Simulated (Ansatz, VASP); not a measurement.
## Sb in VASP and in Ansatz

```xyz
1
Lattice="3.0612 0.0000 0.0000 0.0000 3.0612 0.0000 0.0000 0.0000 3.3673" Properties=species:S:1:pos:R:3 pbc="T T T"
Sb    0.0000    0.0000    0.0000
```

Alike in both runs: task single point; functional PBEsol; k mesh 16 × 16 × 16; occupations gaussian, width 0.15 eV; no spin polarisation.

```csv
,VASP,Ansatz
version,VASP 6.6.1,Ansatz 0.2.0
potentials or method,"VASP PAW PBE potentials, release 64 (Sb), cutoff 520 eV","scalar-relativistic, plane waves, PAW"
valence electrons in the cell,5,15
```

```csv
,VASP,Ansatz,Ansatz less VASP
gap on the k mesh at the Fermi level (eV),none,none,-
pressure (GPa),-3.9,-3.9,-0.06
"traceless stress, the component that is largest in VASP (GPa)",-5.02,-4.97,+0.048
```

VASP's potentials were made for PBE, not for PBEsol. A gap of «none» marks a metal or a gap that the smearing closes. VASP's potentials hold 5 valence electrons a cell and Ansatz's 15, so a difference there can come from the potentials and not from the codes.

Neither program's run includes spin-orbit coupling.
